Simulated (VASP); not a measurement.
**Al: single point with revPBE**

Al:

```xyz
1
Lattice="-1.6042 1.6042 1.6042 1.6042 -1.6042 1.6042 1.6042 1.6042 -1.6042" Properties=species:S:1:pos:R:3 pbc="T T T"
Al    0.0000    0.0000    0.0000
```

This cell differs from its parent crystal: volume scaled by 0.96.

```yaml
Program: VASP 6.6.1
Task: single point
Functional: revPBE
Potentials_or_basis: VASP PAW PBE potentials, release 64 (Al)
Cutoff: 520 eV
k_mesh: 15 × 15 × 15
Occupations: fermi-dirac, width 0.1 eV
Spin: no spin polarisation
```

```json
{
  "Pressure": "2.7 GPa"
}
```

Levels at points of the mesh, in eV from the Fermi level:
```csv
k point,band 1,band 2,band 3,band 4,band 5
"(0.00, 0.00, 0.00)",-11.13,13.25,13.25,13.25,14.80
```

Run time: 9.7 s on 1 thread of Intel(R) Xeon(R) Platinum 8259CL CPU @ 2.50GHz (Skylake/Cascade Lake) (shared host), peak memory 0.14 GiB.

Caveat: the PAW data sets were made with another functional, which shifts forces and pressure a little.
